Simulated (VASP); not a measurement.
Input of a VASP 6.6.1 run:

The input INCAR:

```
PREC = Accurate
ENCUT = 600
EDIFF = 1E-6
ISMEAR = 0
SIGMA = 0.1
LREAL = False
LASPH = True
NELM = 60
ALGO = Normal
ISIF = 3
LWAVE = False
LCHARG = False
GGA = PE
IBRION = 2
NSW = 90
EDIFFG = -0.04
```

KPOINTS

```
regular mesh
0
Gamma
  3 3 3
```

The input POSCAR:

```
Ta3I2
1.0
    3.5198266386      2.0321728573      6.4066130567
   -3.5198266386      2.0321728573      6.4066130567
    0.0000000000     -4.0643457147      6.4066130567
Ta I
6 4
Direct
    0.0562500000      0.4437500000      0.7500000000
    0.7500000000      0.0562500000      0.4437500000
    0.4437500000      0.7500000000      0.0562500000
    0.9437500000      0.5562500000      0.2500000000
    0.2500000000      0.9437500000      0.5562500000
    0.5562500000      0.2500000000      0.9437500000
    0.8521800000      0.8521800000      0.8521800000
    0.6478200000      0.6478200000      0.6478200000
    0.1478200000      0.1478200000      0.1478200000
    0.3521800000      0.3521800000      0.3521800000
```

Potentials or basis: VASP PAW PBE potentials, release 64 (Ta_pv, I).

The run is started by

```bash
$ cat potpaw_PBE.64/Ta_pv/POTCAR potpaw_PBE.64/I/POTCAR > POTCAR
$ mpirun -np 1 vasp_std > vasp.out
```

(1) Predict the relaxed volume.

(2) Predict the band gap on the k mesh.

(3) Estimate the space group after relaxing (to 0.1 Å).

(4) Predict the relaxed cell.

Results:

(1) 23.66 Å³/atom.

(2) zero (bands 47 and 48 overlap by 0.48 eV).

(3) R-3c (No. 167).

(4) a = 6.746 Å, b = 6.746 Å, c = 6.746 Å, α = 64.08°, β = 64.08°, γ = 64.08°.

Caveat: the k points lie up to 0.36 Å⁻¹ apart in the final cell; spin-orbit coupling is left out, which moves the levels of the heavy elements.
